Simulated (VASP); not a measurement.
Here is a VASP 6.6.1 calculation.

The input INCAR:

```
PREC = Accurate
ENCUT = 520
EDIFF = 1E-7
ISMEAR = 0
SIGMA = 0.1
LREAL = False
LASPH = True
NELM = 80
ALGO = Fast
ISIF = 2
LWAVE = False
LCHARG = False
GGA = PE
NBANDS = 34
```

File KPOINTS:

```
Automatic mesh
0
Gamma
  12 12 10
```

The input POSCAR:

```
Ga
1.0
    3.9044660619     -2.3405949490      0.0000000000
    3.9044660619      2.3405949490      0.0000000000
    0.0000000000      0.0000000000      4.6461017322
Ga
4
Direct
    0.9914293897      0.3332135889      0.2500000000
    0.3332135889      0.9914293897      0.7500000000
    0.0085706103      0.6667864111      0.7500000000
    0.6667864111      0.0085706103      0.2500000000
```

Potentials or basis: VASP PAW PBE potentials, release 64 (Ga_d).

Command:

```sh
$ cat potpaw_PBE.64/Ga_d/POTCAR > POTCAR
$ mpirun -np 1 vasp_std > vasp.out
```

Q: What does it give for the band gap on the k mesh?

A: Zero (bands 26 and 27 overlap by 0.66 eV).

Q: What does it give for the pressure?

A: 0.1 GPa.
